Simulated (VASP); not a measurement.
# Li5Mg11 in VASP: notebook

Runs on Li5Mg11. Level: PBE. Tasks: single point.

All numbers are computed with VASP 6.6.1; they aren't measurements. Logs are shortened: lines on timing, memory, paths and dates and some standing lists are left out, and cuts for length are marked.

## 1. The cell of the first run

The cell holds a disordered packing, 16 atoms: a = 6.991 Å, b = 7.264 Å, c = 7.113 Å, α = 91.32°, β = 87.69°, γ = 87.57°.

## 2. Single point, PBE

File INCAR:

```
SYSTEM = Li5Mg11
PREC = Accurate
ENCUT = 520
EDIFF = 1E-6
ISMEAR = -1
SIGMA = 0.05
LREAL = Auto
LASPH = .TRUE.
NELM = 100
ALGO = Normal
ISIF = 2
LWAVE = .FALSE.
LCHARG = .FALSE.
GGA = PE
ISYM = 0
NBANDS = 32
```

File KPOINTS:

```
Automatic mesh
0
Gamma
  1 1 1
  0.25 0.25 0.25
```

File POSCAR:

```
Li5Mg11
1.0
    6.9874180000      0.1521120000      0.1432780000
    0.1521120000      7.2620990000     -0.0841100000
    0.1432780000     -0.0841100000      7.1109010000
Mg Li
11 5
Direct
    0.5009853567      0.8467487314      0.1462489572
    0.7213986822      0.4450367667      1.0366241187
    0.9871293945      0.6478292399      0.6697099273
    0.0312839176      0.2239792792      0.6671663127
    0.1828772059      0.9110916106      0.4359326104
    0.3073162195      0.4761908809      0.8975960658
    0.0840513769      0.1956709325      0.1637725190
   -0.0134682487      0.7491542010      0.1228307163
    0.5240611954      0.7665684831      0.6513638195
    0.2516846978      0.4919234605      0.3495676289
    0.4617670730      0.1903153928      0.5535196405
    0.7814545249      0.0122851723      0.8827933428
    0.2199284437      0.9602611279      0.8603748886
    0.6723496254      0.4329015382      0.6808973207
    0.7963753346     -0.0066930014      0.4248365976
    0.8103305473      0.5382486289      0.3682538334
```

Potentials or basis: VASP PAW PBE potentials, release 64 (Mg, Li_sv).

On the command line:

```sh
$ cat potpaw_PBE.64/Mg/POTCAR potpaw_PBE.64/Li_sv/POTCAR > POTCAR
$ mpirun -np 1 vasp_std > vasp.out
```

OUTCAR:

```text
SYSTEM = Li5Mg11
   PREC = Accurate
   ENCUT = 520
   EDIFF = 1E-6
   ISMEAR = -1
   LREAL = Auto
   LASPH = .TRUE.
   NELM = 100
   ISIF = 2
   GGA = PE
   ISYM = 0

 ion  position               nearest neighbor table
   1  0.501  0.847  0.146-  12 2.97   5 2.98  13 2.99  15 3.12   2 3.30   8 3.43  10 3.48   6 3.53
                             9 3.55
   2  0.721  0.445  0.037-  16 2.55  14 2.57   8 3.01   6 3.10   7 3.22   1 3.30   3 3.53   4 3.64

   3  0.987  0.648  0.670-  16 2.64  14 2.75   5 2.91  10 3.04   6 3.06   4 3.08   8 3.29   9 3.32
                             2 3.53
   4  0.031  0.224  0.667-  13 2.71  12 2.81  14 2.87   5 2.91  15 2.97   3 3.08  11 3.08   6 3.19
                            10 3.38   7 3.58   7 3.58   2 3.64
   5  0.183  0.911  0.436-  15 2.75   4 2.91   3 2.91   8 2.91   7 2.94   1 2.98  11 3.00   9 3.05
                            13 3.05  10 3.11
   6  0.307  0.476  0.898-  14 2.93   3 3.06   2 3.10   9 3.17   4 3.19  10 3.22   7 3.22   8 3.27
                            11 3.29   1 3.53
   7  0.084  0.196  0.164-  10 2.82  13 2.83   5 2.94  15 3.12   6 3.22   2 3.22   8 3.35   4 3.58
                             4 3.58
   8  0.987  0.749  0.123-  16 2.65   5 2.91  13 2.93  12 2.96  15 2.99   2 3.01  10 3.10   6 3.27
                             3 3.29   7 3.35   1 3.43
   9  0.524  0.767  0.651-  14 2.61  13 2.85  15 3.01   5 3.05  12 3.08   6 3.17  11 3.19   3 3.32
                             1 3.55  10 3.56
  10  0.252  0.492  0.350-   7 2.82  11 3.02   3 3.04  16 3.09   8 3.10   5 3.11   6 3.22   4 3.38
                             1 3.48   9 3.56
  11  0.462  0.190  0.554-  14 2.52  15 2.80   5 3.00  10 3.02   4 3.08   9 3.19   6 3.29
  12  0.781  0.012  0.883-   4 2.81   8 2.96   1 2.97   9 3.08
  13  0.220  0.960  0.860-   4 2.71   7 2.83   9 2.85   8 2.93   1 2.99   5 3.05
  14  0.672  0.433  0.681-  11 2.52  16 2.54   2 2.57   9 2.61   3 2.75   4 2.87   6 2.93
  15  0.796  0.993  0.425-   5 2.75  11 2.80   4 2.97   8 2.99   9 3.01   7 3.12   1 3.12
  16  0.810  0.538  0.368-  14 2.54   2 2.55   3 2.64   8 2.65  10 3.09

IMPORTANT INFORMATION: All symmetrisations will be switched off!
NOSYMM: (Re-)initialisation of all symmetry stuff for point group C_1.

----------------------------------------------------------------------------------------

                                     Primitive cell

  volume of cell :     360.4640

  direct lattice vectors                    reciprocal lattice vectors
     6.987418000  0.152112000  0.143278000     0.143240350 -0.003034157 -0.002922048
     0.152112000  7.262099000 -0.084110000    -0.003034157  0.137784372  0.001690893
     0.143278000 -0.084110000  7.110901000    -0.002922048  0.001690893  0.140708032

  length of vectors
     6.990541964  7.264178855  7.112841634     0.143302276  0.137828148  0.140748527

  position of ions in fractional coordinates (direct lattice)
     0.500985357  0.846748731  0.146248957
     0.721398682  0.445036767  0.036624119
     0.987129395  0.647829240  0.669709927
[... 95 lines left out ...]
   ISMEAR =    -1;   SIGMA  =   0.05  broadening in eV -4-tet -1-fermi 0-gaus
   EFERMI_NEDOS =   21; number of points for ismear=-14 and -15
   IALGO  =     38    algorithm
   IMIX   =      4    mixing-type and parameters
     AMIX     =   0.40;   BMIX     =  1.00
     AMIX_MAG =   1.60;   BMIX_MAG =  1.00
  volume/ion in A,a.u.               =      22.53       152.03
  Fermi-wavevector in a.u.,A,eV,Ry     =   0.766516  1.448506  7.994067  0.587547
  Thomas-Fermi vector in A             =   1.866872
   LORBIT       =      0    0 simple, 1 ext, 2 COOP (PROOUT), +10 PAW based schemes
   GGA     = PE    functional components
   LHFCALC =     F    Hartree Fock is set to
   AEXX    =    0.0000 exact exchange contribution
   IVDW    =     0    specifies the selected vdW correction
   LEPSILON=     F    determine dielectric tensor
   LRPA    =     F    only Hartree local field effects (RPA)
 non-spin polarized calculation
  energy-cutoff  :      520.00
  volume of cell :      360.46
 maximum number of plane-waves:      9714
 NGX is ok and might be reduce to    54
   NGX = 25   NGY = 27   NGZ = 27

 number of electron      37.0000001 magnetization

 Free energy of the ion-electron system (eV)
  ---------------------------------------------------
  ext. energy  EPLUGINS =         0.00000000
  ---------------------------------------------------
  free energy    TOTEN  =       -24.19081162 eV

  energy without entropy =      -24.09486065  energy(sigma->0) =      -24.14283613

 E-fermi :   1.8521     XC(G=0):  -8.0003

 val. band max:        1.5891192281   @ k =   0.2500   0.2500   0.2500
 cond. band min:       1.8641388069   @ k =   0.2500   0.2500   0.2500
 fundamental gap:      0.2750195788
 Fermi energy:         1.8520785099

 k-point     1 :       0.2500    0.2500    0.2500
  band No.  band energies     occupation
      1     -44.7968      2.00000
      2     -44.5396      2.00000
      3     -44.4931      2.00000
      4     -44.4822      2.00000
      5     -44.3860      2.00000
      6      -3.7583      2.00000
[... 22 lines left out ...]
     29       4.6298      0.00000
     30       4.8224      0.00000
 [bands above 30 left out]

------------------------ aborting loop because EDIFF is reached ----------------------------------------

  FORCE on cell =-STRESS in cart. coord.  units (eV):
  Direction    XX          YY          ZZ          XY          YZ          ZX
  --------------------------------------------------------------------------------------
  -------------------------------------------------------------------------------------
  Total        0.7388644      2.6066547      2.5604180      5.1109378      3.0493922      5.7009848
  in kB        3.2840777     11.5859637     11.3804527     22.7169098     13.5538274     25.3395293
  external PRESSURE =       8.7501647 kB  Pullay stress =       0.0000000 kB

 VOLUME and BASIS-vectors are now :
 -----------------------------------------------------------------------------
  energy-cutoff  :      520.00
  volume of cell :      360.46
      direct lattice vectors                 reciprocal lattice vectors
     6.987418000  0.152112000  0.143278000     0.143240350 -0.003034157 -0.002922048
     0.152112000  7.262099000 -0.084110000    -0.003034157  0.137784372  0.001690893
     0.143278000 -0.084110000  7.110901000    -0.002922048  0.001690893  0.140708032

 POSITION                                       TOTAL-FORCE (eV/Angst)
 -----------------------------------------------------------------------------------
      3.65035      6.21308      1.04052         0.085804     -0.373546      0.240306
      5.11366      3.33855      0.32636        -0.155829     -0.240478     -0.274034
      7.09198      4.79842      4.84919         0.039251      0.656731      0.571356
      0.34825      1.57520      4.72980        -0.168694      0.592475     -0.207305
      1.47889      6.60759      3.04944         0.323674      0.034438     -0.027526
      2.34839      3.42939      6.38670        -0.040975     -0.089665      0.014748
[... 8 lines left out ...]
      5.77657      7.29890      3.05153        -0.074498     -0.053835     -0.074436
      5.79676      4.00110      2.68945        -0.207582     -0.160326      0.413039
 -----------------------------------------------------------------------------------
    total drift:                                0.003414      0.000711     -0.000347

  FREE ENERGIE OF THE ION-ELECTRON SYSTEM (eV)
  ---------------------------------------------------
  free  energy   TOTEN  =       -24.1908116211 eV

  energy  without entropy=      -24.0948606455  energy(sigma->0) =      -24.14283613
```

OSZICAR:

```text
N       E                     dE             d eps       ncg     rms          rms(c)
DAV:   1     0.118861842793E+03    0.11886E+03   -0.13516E+04    72   0.969E+02
DAV:   2    -0.157105327341E+00   -0.11902E+03   -0.11231E+03    72   0.194E+02
DAV:   3    -0.206160723812E+02   -0.20459E+02   -0.20235E+02    88   0.467E+01
DAV:   4    -0.250697386291E+02   -0.44537E+01   -0.43537E+01   120   0.261E+01
DAV:   5    -0.255342132762E+02   -0.46447E+00   -0.46443E+00    96   0.608E+00    0.368E+00
DAV:   6    -0.243962714305E+02    0.11379E+01   -0.18201E+00    80   0.381E+00    0.190E+00
DAV:   7    -0.242154894204E+02    0.18078E+00   -0.57642E-01    88   0.204E+00    0.827E-01
DAV:   8    -0.241940189039E+02    0.21471E-01   -0.12363E-01    96   0.108E+00    0.345E-01
DAV:   9    -0.241911136590E+02    0.29052E-02   -0.82827E-03    88   0.316E-01    0.141E-01
DAV:  10    -0.241908053165E+02    0.30834E-03   -0.15241E-03    88   0.147E-01    0.333E-02
DAV:  11    -0.241908131483E+02   -0.78319E-05   -0.15019E-04    88   0.474E-02    0.115E-02
DAV:  12    -0.241908104075E+02    0.27409E-05   -0.34915E-05    80   0.194E-02    0.336E-03
DAV:  13    -0.241908115612E+02   -0.11537E-05   -0.21174E-06    64   0.645E-03    0.129E-03
DAV:  14    -0.241908116211E+02   -0.59922E-07   -0.36391E-07    56   0.290E-03
   1 F= -.24190812E+02 E0= -.24142836E+02  d E =-.959510E-01
```

stdout:

```text
POSCAR found type information on POSCAR MgLi
 POSCAR found :  2 types and      16 ions
 scaLAPACK will be used
 LDA part: xc-table for (Slater+PW92), standard interpolation
 POSCAR, INCAR and KPOINTS ok, starting setup
 FFT: planning ... GRIDC
 FFT: planning ... GRID_SOFT
 FFT: planning ... GRID
 WAVECAR not read
 entering main loop
```

Wall time 84 s (1 thread of Intel Xeon 8259CL, shared host); peak memory 0.35 GiB.

What came out:

- Free energy: -24.1908 eV
- Largest force: 0.871 eV/Å
- Band gap on the k mesh: zero (an odd number of electrons rules out a gap without spin polarisation)

Forces on the atoms (eV/Å):
```
Mg   0.086 -0.374  0.240
Mg  -0.156 -0.240 -0.274
Mg   0.039  0.657  0.571
Mg  -0.169  0.592 -0.207
Mg   0.324  0.034 -0.028
Mg  -0.041 -0.090  0.015
Mg  -0.232 -0.149 -0.220
Mg   0.216  0.183 -0.368
Mg  -0.020  0.046 -0.278
Mg   0.554  0.337  0.271
Mg  -0.302 -0.418  0.011
Li  -0.119  0.184 -0.082
Li   0.048 -0.161 -0.049
Li   0.053 -0.388  0.058
Li  -0.074 -0.054 -0.074
Li  -0.208 -0.160  0.413
```

Levels at points of the mesh, in eV from the Fermi level:
```
           k point  band 15  band 16  band 17  band 18  band 19  band 20  band 21  band 22
(0.25, 0.25, 0.25)    -1.32    -0.96    -0.56    -0.26     0.01     0.13     0.73     1.21
```

Caveat: the k points lie up to 0.90 Å⁻¹ apart, too coarse for converged energies and pressures of a metal; the cutoff is under 1.25 times the usual one of these potentials, so pressure, stress and relaxed cells hold a basis-set (Pulay) error; the atoms stand as in a frame of molecular dynamics.

(Part 1 of 2 ends here.)

The gap in the log of VASP goes by the Fermi energy; the results here count the filled bands.